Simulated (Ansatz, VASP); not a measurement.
**Li3SF in VASP and in Ansatz**

File POSCAR:

```
Li3SF
1.0
    4.4811012190      0.0000000000      0.0000000000
    0.0000000000      4.4811012190      0.0000000000
    0.0000000000      0.0000000000      4.4811012190
F S Li
1 1 3
Direct
    0.0000000000      0.0000000000      0.0000000000
    0.5000000000      0.5000000000      0.5000000000
    0.5000000000      0.5000000000      0.0000000000
    0.5000000000      0.0000000000      0.5000000000
    0.0000000000      0.5000000000      0.5000000000
```

Contents of INCAR.step1:

```
PREC = Accurate
ENCUT = 520
ISMEAR = 0
SIGMA = 0.01
LREAL = False
LASPH = True
NELM = 100
NBANDS = 19
GGA = PE
ALGO = Normal
EDIFF = 1E-4
LWAVE = True
LCHARG = False
```

Contents of INCAR.step2:

```
PREC = Accurate
ENCUT = 520
EDIFF = 1E-6
ISMEAR = 0
SIGMA = 0.01
LREAL = False
LASPH = True
NELM = 100
ALGO = Normal
ISIF = 2
LWAVE = False
LCHARG = False
METAGGA = R2SCAN
LMIXTAU = True
NBANDS = 19
ISTART = 1
```

Contents of KPOINTS:

```
Automatic mesh
0
Gamma
  6 6 6
```

Input for Ansatz:

```yaml
crystal:
  lattice:
    - [4.481101219, 0.0, 0.0]
    - [0.0, 4.481101219, 0.0]
    - [0.0, 0.0, 4.481101219]
  atoms:
    - { symbol: F, position: [0.0, 0.0, 0.0] }
    - { symbol: S, position: [0.5, 0.5, 0.5] }
    - { symbol: Li, position: [0.5, 0.5, 0.0] }
    - { symbol: Li, position: [0.5, 0.0, 0.5] }
    - { symbol: Li, position: [0.0, 0.5, 0.5] }
kpoints:
  mp_grid: { grid: [6, 6, 6] }
  band_path:
    path:
      - [0.0, 0.0, 0.0]
      - [0.0, 0.5, 0.0]
      - [0.5, 0.5, 0.0]
      - [0.5, 0.5, 0.5]
      - [0.0, 0.5, 0.5]
    npoints: 1
hamiltonian:
  xc: r2scan
scf:
  occupations: { method: fixed }
  n_extra_bands: 5
output:
  forces: true
  stress: true
  eigenvalues: true
```

Alike in both runs: task single point; functional r2SCAN; k mesh 6 × 6 × 6; no spin polarisation.

|  | VASP | Ansatz |
| --- | --- | --- |
| version | VASP 6.6.1 | Ansatz 0.2.0 |
| potentials or method | VASP PAW PBE potentials, release 64 (F, S, Li_sv) | plane waves, PAW |
| plane-wave cutoff (eV) | 520 | 500 |
| occupations | gaussian, width 0.01 eV | fixed |
| valence electrons in the cell | 22 | 22 |

|  | VASP | Ansatz | Ansatz less VASP |
| --- | --- | --- | --- |
| gap on the k mesh at the Fermi level (eV) | 4.60 | 4.58 | -0.025 |

VASP's potentials were made for PBE, not for r2SCAN.

Noted on VASP's run: the cutoff is short for stress, so the pressure is rough.
